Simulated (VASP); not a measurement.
# In2P3Cl (Cc) in VASP: single point with r2SCAN

Aim: the single point of In2P3Cl with r2SCAN.

Program: VASP 6.6.1. These are calculated values, not measurements. Logs are shortened: lines on timing, memory, paths and dates and some standing lists are left out, and cuts for length are marked.

### 1 The cell of the first run

Symmetry: Cc, No. 9, monoclinic system. Conventional cell: a = 7.999 Å, b = 9.018 Å, c = 7.582 Å, α = 90.00°, β = 100.80°, γ = 90.00°. In (site symmetry 1) has 3 P at 2.51 to 2.59 Å and 2 Cl at 2.69 to 3.38 Å within 3.4 Å. In (site symmetry 1) has 3 P at 2.48 to 2.61 Å and 1 Cl at 2.64 Å within 3.3 Å. P (site symmetry 1) has 2 P at 2.28 Å and 2 In at 2.52 to 2.59 Å within 3.0 Å. Within 3.0 Å of P (site symmetry 1) lie 2 P at 2.28 to 2.29 Å and 2 In at 2.48 to 2.51 Å. P (site symmetry 1) has 2 P at 2.28 to 2.29 Å and 2 In at 2.52 to 2.61 Å within 3.0 Å. Cl (site symmetry 1) has 6 In at 2.64 to 3.96 Å and 13 P at 3.46 to 4.32 Å within 4.4 Å.

### 2 Single point, r2SCAN

Contents of POSCAR:

```
In2P3Cl
1.0
    3.9994210000      4.5088210000      0.0000000000
    3.9994210000     -4.5088210000      0.0000000000
    1.4207800000      0.0000000000     -7.4479860000
In P Cl
4 6 2
Direct
    0.1490000000      0.8510000000      0.0000000000
    0.8510000000      0.1490000000      0.5000000000
    0.6380000000      0.3500000000      0.9200000000
    0.3500000000      0.6380000000      0.4200000000
    0.1620000000      0.0700000000      0.6820000000
    0.0700000000      0.1620000000      0.1820000000
    0.0380000000      0.4460000000      0.9620000000
    0.4460000000      0.0380000000      0.4620000000
    0.4110000000      0.3210000000      0.2400000000
    0.3210000000      0.4110000000      0.7400000000
    0.5980000000      0.9080000000      0.0040000000
    0.9080000000      0.5980000000      0.5040000000
```

Contents of INCAR.step1:

```
SYSTEM = In2P3Cl
PREC = Accurate
ENCUT = 550
ISMEAR = -1
SIGMA = 0.1
LREAL = .False.
LASPH = .True.
NELM = 120
NBANDS = 60
GGA = PE
ALGO = Normal
EDIFF = 1E-5
LWAVE = .True.
LCHARG = .False.
GGA_COMPAT = .False.
```

Contents of INCAR.step2:

```
SYSTEM = In2P3Cl
PREC = Accurate
ENCUT = 550
EDIFF = 1E-6
ISMEAR = -1
SIGMA = 0.1
LREAL = .False.
LASPH = .True.
NELM = 120
ALGO = Normal
ISIF = 2
LWAVE = .False.
LCHARG = .False.
METAGGA = R2SCAN
LMIXTAU = .True.
NBANDS = 60
ISTART = 1
GGA_COMPAT = .False.
```

Contents of KPOINTS:

```
regular mesh
0
Gamma
  5 5 4
  0 0 0
```

Potentials or basis: VASP PAW PBE potentials, release 64 (In_d, P, Cl).

Command:

```
> cat potpaw_PBE.64/In_d/POTCAR potpaw_PBE.64/P/POTCAR potpaw_PBE.64/Cl/POTCAR > POTCAR
> cp INCAR.step1 INCAR
> mpirun -np 1 vasp_std > vasp.out
> cp INCAR.step2 INCAR
> mpirun -np 1 vasp_std > vasp.out
```

OUTCAR:

```text
SYSTEM = In2P3Cl
   PREC = Accurate
   ENCUT = 550
   EDIFF = 1E-6
   ISMEAR = -1
   LREAL = .False.
   LASPH = .True.
   NELM = 120
   ISIF = 2
   METAGGA = R2SCAN
   ISTART = 1

 ion  position               nearest neighbor table
   1  0.149  0.851  0.000-   7 2.51   6 2.52   5 2.59  11 2.69   4 3.68   3 3.88
   2  0.851  0.149  0.500-   8 2.51   5 2.52   6 2.59  12 2.69   3 3.68   4 3.88
   3  0.638  0.350  0.920-   7 2.48  10 2.52   9 2.61  11 2.64   2 3.68   1 3.88
   4  0.350  0.638  0.420-   8 2.48   9 2.52  10 2.61  12 2.64   1 3.68   2 3.88
   5  0.162  0.070  0.682-  10 2.28   8 2.28   2 2.52   1 2.59
   6  0.070  0.162  0.182-   9 2.28   7 2.28   1 2.52   2 2.59
   7  0.038  0.446  0.962-   6 2.28  10 2.29   3 2.48   1 2.51
   8  0.446  0.038  0.462-   5 2.28   9 2.29   4 2.48   2 2.51
   9  0.411  0.321  0.240-   6 2.28   8 2.29   4 2.52   3 2.61
  10  0.321  0.411  0.740-   5 2.28   7 2.29   3 2.52   4 2.61
  11  0.598  0.908  0.004-   3 2.64   1 2.69
  12  0.908  0.598  0.504-   4 2.64   2 2.69

  LATTYP: Found a base centered monoclinic cell.
 ALAT       =     7.9988420000
 B/A-ratio  =     1.1273684366
 C/A-ratio  =     0.9479233764
 COS(beta)  =    -0.1873814017

  Lattice vectors:

 A1 = (  -3.9994210000,  -4.5088210000,   0.0000000000)
 A2 = (  -3.9994210000,   4.5088210000,   0.0000000000)
 A3 = (   1.4207800000,   0.0000000000,  -7.4479860000)

Analysis of symmetry for initial positions (statically):
=====================================================================
 Subroutine PRICEL returns:
 Original cell was already a primitive cell.

 Routine SETGRP: Setting up the symmetry group for a
 base centered monoclinic supercell.

 Subroutine GETGRP returns: Found  2 space group operations
 (whereof  1 operations were pure point group operations)
 out of a pool of  4 trial point group operations.

The static configuration has the point symmetry C_1 .
 The point group associated with its full space group is C_1h.

Analysis of symmetry for dynamics (positions and initial velocities):
=====================================================================
 Subroutine PRICEL returns:
 Original cell was already a primitive cell.

 Routine SETGRP: Setting up the symmetry group for a
 base centered monoclinic supercell.

 Subroutine GETGRP returns: Found  2 space group operations
 (whereof  1 operations were pure point group operations)
 out of a pool of  4 trial point group operations.

The dynamic configuration has the point symmetry C_1 .
 The point group associated with its full space group is C_1h.

 Subroutine INISYM returns: Found  2 space group operations
 (whereof  1 operations are pure point group operations),
 and found     1 'primitive' translations

----------------------------------------------------------------------------------------

                                     Primitive cell

  volume of cell :     268.6142

  direct lattice vectors                    reciprocal lattice vectors
     3.999421000  4.508821000  0.000000000     0.125018096  0.110893735  0.023848489
     3.999421000 -4.508821000  0.000000000     0.125018096 -0.110893735  0.023848489
     1.420780000  0.000000000 -7.447986000     0.000000000  0.000000000 -0.134264484

  length of vectors
     6.027008806  6.027008806  7.582289316     0.168806680  0.168806680  0.134264484

  position of ions in fractional coordinates (direct lattice)
     0.149000000  0.851000000  0.000000000
     0.851000000  0.149000000  0.500000000
     0.638000000  0.350000000  0.920000000
     0.350000000  0.638000000  0.420000000
     0.162000000  0.070000000  0.682000000
     0.070000000  0.162000000  0.182000000
     0.038000000  0.446000000  0.962000000
     0.446000000  0.038000000  0.462000000
     0.411000000  0.321000000  0.240000000
     0.321000000  0.411000000  0.740000000
     0.598000000  0.908000000  0.004000000
     0.908000000  0.598000000  0.504000000

  ion indices of the primitive-cell ions
   primitive index   ion index
                 1           1
                 2           2
                 3           3
                 4           4
                 5           5
                 6           6
                 7           7
                 8           8
                 9           9
                10          10
                11          11
                12          12

----------------------------------------------------------------------------------------

 KPOINTS: regular mesh

Automatic generation of k-mesh.
 Grid dimensions read from file:
 generate k-points for:    5    5    4

 Generating k-lattice:

  Cartesian coordinates                     Fractional coordinates (reciprocal lattice)
     0.025003619  0.022178747  0.004769698     0.200000000  0.000000000  0.000000000
     0.025003619 -0.022178747  0.004769698     0.000000000  0.200000000  0.000000000
     0.000000000  0.000000000 -0.033566121     0.000000000  0.000000000  0.250000000

  Length of vectors
     0.033761336  0.033761336  0.033566121

  Shift w.r.t. Gamma in fractional coordinates (k-lattice)
     0.000000000  0.000000000  0.000000000

 Subroutine IBZKPT returns following result:
 ===========================================

 Found     33 irreducible k-points:

 Following reciprocal coordinates:
            Coordinates               Weight
  0.000000  0.000000  0.000000      1.000000
  0.200000  0.000000  0.000000      4.000000
  0.400000  0.000000  0.000000      4.000000
  0.200000  0.200000  0.000000      2.000000
  0.400000  0.200000  0.000000      4.000000
 -0.400000  0.200000  0.000000      4.000000
[... 16 lines left out ...]
 -0.200000 -0.400000  0.250000      4.000000
 -0.200000 -0.200000  0.250000      2.000000
 [... further k-points ...]
   k-points           NKPTS =     33   k-points in BZ     NKDIM =     33   number of bands    NBANDS=     60
   number of dos      NEDOS =    301   number of ions     NIONS =     12
   total plane-waves  NPLWV = 138240
   dimension x,y,z NGX =    48 NGY =   48 NGZ =   60
   dimension x,y,z NGXF=    96 NGYF=   96 NGZF=  120
   ions per type =               4   6   2
   NGX,Y,Z   is equivalent  to a cutoff of  13.24, 13.24, 13.16 a.u.
   NGXF,Y,Z  is equivalent  to a cutoff of  26.48, 26.48, 26.31 a.u.
 SYSTEM =  In2P3Cl
   PREC   = accura    normal or accurate (medium, high low for compatibility)
   ISTART =      1    job   : 0-new  1-cont  2-samecut
   ICHARG =      0    charge: 1-file 2-atom 10-const
   ISPIN  =      1    spin polarized calculation?
   LNONCOLLINEAR =      F non collinear calculations
   LSORBIT =      F    spin-orbit coupling
   LASPH  =      T    aspherical Exc in radial PAW
   ENCUT  =  550.0 eV  40.42 Ry    6.36 a.u.  11.52 11.52 14.50*2*pi/ulx,y,z
   NELM   =    120;   NELMIN=  2; NELMDL=  0     # of ELM steps
   EDIFF  = 0.1E-05   stopping-criterion for ELM
   LREAL  =      F    real-space projection
   EDIFFG = 0.1E-04   stopping-criterion for IOM
   NSW    =      0    number of steps for IOM
   IBRION =     -1    ionic relax: 0-MD 1-quasi-New 2-CG
   NFREE  =      0    steps in history (QN), initial steepest desc. (CG)
   ISIF   =      2    stress and relaxation
   ISYM   =      2    0-nonsym 1-usesym 2-fastsym
   POTIM  = 0.5000    time-step for ionic-motion
   TEBEG  =    0.0;   TEEND  =   0.0 temperature during run
   PSTRESS=    0.0 pullay stress
   NELECT =      96.0000    total number of electrons
   NUPDOWN=      -1.0000    fix difference up-down
   EMIN   =  10.00;   EMAX   =-10.00  energy-range for DOS
   EFERMI =   0.00;   METHOD = LEGACY
   ISMEAR =    -1;   SIGMA  =   0.10  broadening in eV -4-tet -1-fermi 0-gaus
   EFERMI_NEDOS =   21; number of points for ismear=-14 and -15
   IALGO  =     38    algorithm
   IMIX   =      4    mixing-type and parameters
     AMIX     =   0.40;   BMIX     =  1.00
     AMIX_MAG =   1.60;   BMIX_MAG =  1.00
  volume/ion in A,a.u.               =      22.38       151.06
  Fermi-wavevector in a.u.,A,eV,Ry     =   1.161776  2.195438 18.364090  1.349723
  Thomas-Fermi vector in A             =   2.298344
   LORBIT       =      0    0 simple, 1 ext, 2 COOP (PROOUT), +10 PAW based schemes
   METAGGA = R2SCAN    functional components
   LHFCALC =     F    Hartree Fock is set to
   AEXX    =    0.0000 exact exchange contribution
   IVDW    =     0    specifies the selected vdW correction
   LEPSILON=     F    determine dielectric tensor
   LRPA    =     F    only Hartree local field effects (RPA)
 non-spin polarized calculation
  energy-cutoff  :      550.00
  volume of cell :      268.61
 maximum number of plane-waves:      7921
 NGX is ok and might be reduce to    48
   NGX = 23   NGY = 23   NGZ = 29

 number of electron      96.0000005 magnetization

 Free energy of the ion-electron system (eV)
  ---------------------------------------------------
  ext. energy  EPLUGINS =         0.00000000
  ---------------------------------------------------
  free energy    TOTEN  =      -157.79361569 eV

  energy without entropy =     -157.58426545  energy(sigma->0) =     -157.68894057

 E-fermi :   6.9966     XC(G=0): -10.1709

 val. band max:        6.9881978328   @ k =   0.4000   0.0000   0.2500
 cond. band min:       7.0061814097   @ k =  -0.2000   0.2000   0.0000
 fundamental gap:      0.0179835769
 Fermi energy:         6.9965775073

 k-point     1 :       0.0000    0.0000    0.0000
  band No.  band energies     occupation
      1     -10.8387      2.00000
      2     -10.8118      2.00000
      3      -9.6856      2.00000
      4      -9.5703      2.00000
      5      -9.4284      2.00000
      6      -9.2881      2.00000
[... 52 lines left out ...]
     59      10.6710      0.00000
     60      10.7021      0.00000

 k-point     2 :       0.2000    0.0000    0.0000
  band No.  band energies     occupation
      1     -10.8228      2.00000
      2     -10.7991      2.00000
      3      -9.6447      2.00000
      4      -9.5543      2.00000
      5      -9.4139      2.00000
      6      -9.2943      2.00000
[... 52 lines left out ...]
     59      10.4426      0.00000
     60      10.8064      0.00000

 k-point     3 :       0.4000    0.0000    0.0000
  band No.  band energies     occupation
      1     -10.7977      2.00000
      2     -10.7769      2.00000
      3      -9.6069      2.00000
      4      -9.4836      2.00000
      5      -9.3860      2.00000
      6      -9.3217      2.00000
[... 1312 lines left out ...]
     59      10.0685      0.00000
     60      10.6869      0.00000

 k-point    24 :      -0.2000   -0.2000    0.2500
  band No.  band energies     occupation
      1     -10.8010      2.00000
      2     -10.7897      2.00000
      3      -9.6347      2.00000
      4      -9.5124      2.00000
      5      -9.3863      2.00000
      6      -9.2869      2.00000
[... 52 lines left out ...]
     59      10.3322      0.00000
     60      10.5555      0.00000

 [... further k-points ...]

------------------------ aborting loop because EDIFF is reached ----------------------------------------

  FORCE on cell =-STRESS in cart. coord.  units (eV):
  Direction    XX          YY          ZZ          XY          YZ          ZX
  --------------------------------------------------------------------------------------
  -------------------------------------------------------------------------------------
  Total       12.9113099      7.8695154      6.8894502      0.0000000      0.0000000     -0.7995780
  in kB       77.0108511     46.9385436     41.0928424      0.0000000      0.0000000     -4.7691664
  external PRESSURE =      55.0140790 kB  Pullay stress =       0.0000000 kB

 VOLUME and BASIS-vectors are now :
 -----------------------------------------------------------------------------
  energy-cutoff  :      550.00
  volume of cell :      268.61
      direct lattice vectors                 reciprocal lattice vectors
     3.999421000  4.508821000  0.000000000     0.125018096  0.110893735  0.023848489
     3.999421000 -4.508821000  0.000000000     0.125018096 -0.110893735  0.023848489
     1.420780000  0.000000000 -7.447986000     0.000000000  0.000000000 -0.134264484

 POSITION                                       TOTAL-FORCE (eV/Angst)
 -----------------------------------------------------------------------------------
      3.99942     -3.16519      0.00000        -0.044843      0.346955     -0.310974
      4.70981      3.16519     -3.72399        -0.044843     -0.346955     -0.310974
      5.25855      1.29854     -6.85215        -0.111972      0.034339      0.328590
      4.54816     -1.29854     -3.12815        -0.111972     -0.034339      0.328590
      1.89684      0.41481     -5.07953         1.025674      0.579270      0.159868
      1.18645     -0.41481     -1.35553         1.025674     -0.579270      0.159868
      3.30251     -1.83960     -7.16496        -0.001612      1.073779     -0.075292
      2.59212      1.83960     -3.44097        -0.001612     -1.073779     -0.075292
      3.26856      0.40579     -1.78752        -0.800142      0.199310     -0.304546
      3.97895     -0.40579     -5.51151        -0.800142     -0.199310     -0.304546
      6.02881     -1.39773     -0.02979        -0.067105      0.641517      0.202354
      6.73920      1.39773     -3.75378        -0.067105     -0.641517      0.202354
 -----------------------------------------------------------------------------------
    total drift:                               -0.002122      0.000000      0.001929

  FREE ENERGIE OF THE ION-ELECTRON SYSTEM (eV)
  ---------------------------------------------------
  free  energy   TOTEN  =      -157.7936156921 eV

  energy  without entropy=     -157.5842654508  energy(sigma->0) =     -157.68894057
```

It took 18 min on 1 thread of Intel Xeon 6975P-C (Granite Rapids), shared host; peak memory 0.66 GiB.

Results:

* Free energy: -157.7936 eV
* Pressure: 5.5 GPa
* Largest force: 1.189 eV/Å
* Band gap on the k mesh: zero (bands 48 and 49 overlap by 0.33 eV)

Forces on the atoms (eV/Å):
```
In  -0.045  0.347 -0.311
In  -0.045 -0.347 -0.311
In  -0.112  0.034  0.329
In  -0.112 -0.034  0.329
P    1.026  0.579  0.160
P    1.026 -0.579  0.160
P   -0.002  1.074 -0.075
P   -0.002 -1.074 -0.075
P   -0.800  0.199 -0.305
P   -0.800 -0.199 -0.305
Cl  -0.067  0.642  0.202
Cl  -0.067 -0.642  0.202
```

Caveat: the cell stands under pressure; the PAW data sets were made with another functional, which shifts forces and pressure a little; spin-orbit coupling is left out, which moves the levels of the heavy elements.
